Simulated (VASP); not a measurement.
Runs of VASP 6.6.1 on Ga4PN3. The structure is that of space group I-42m (No. 121), or close to it. The cells are those of the table. 

```tsv
level	cell	smearing	gap on the mesh (eV)	pressure (GPa)	largest force (eV/Å)
r2SCAN	a = 5.774 Å, angles 131.3, 131.3, 71.3°, 8 atoms	gaussian 0.01 eV	1.11	0.6	0.05
PBE	a = 5.836 Å, angles 131.3, 131.3, 71.3°, 8 atoms	fermi-dirac 0.02 eV	(a)	0.0	0.03
r2SCAN	a = 5.774 Å, angles 131.3, 131.3, 71.3°, 8 atoms	fermi-dirac 0.02 eV	1.11	0.6	0.05
PBE	a = 5.774 Å, angles 131.3, 131.3, 71.3°, 8 atoms	fermi-dirac 0.02 eV	0.76	4.7	0.01
```

Alike in all rows: task single point; potentials or basis VASP PAW PBE potentials, release 64 (N, Ga_d, P); no spin polarisation; k mesh 8 × 8 × 8; cutoff (eV) 520.

Problem. Estimate the missing entries.

Solution. (a) 0.65.

Caveats: the PAW data sets were made with another functional, which shifts forces and pressure a little (at least some runs); the cell stands under pressure (at least some runs).

A k mesh can miss the band edges, and the runs leave out spin-orbit coupling on Ga.
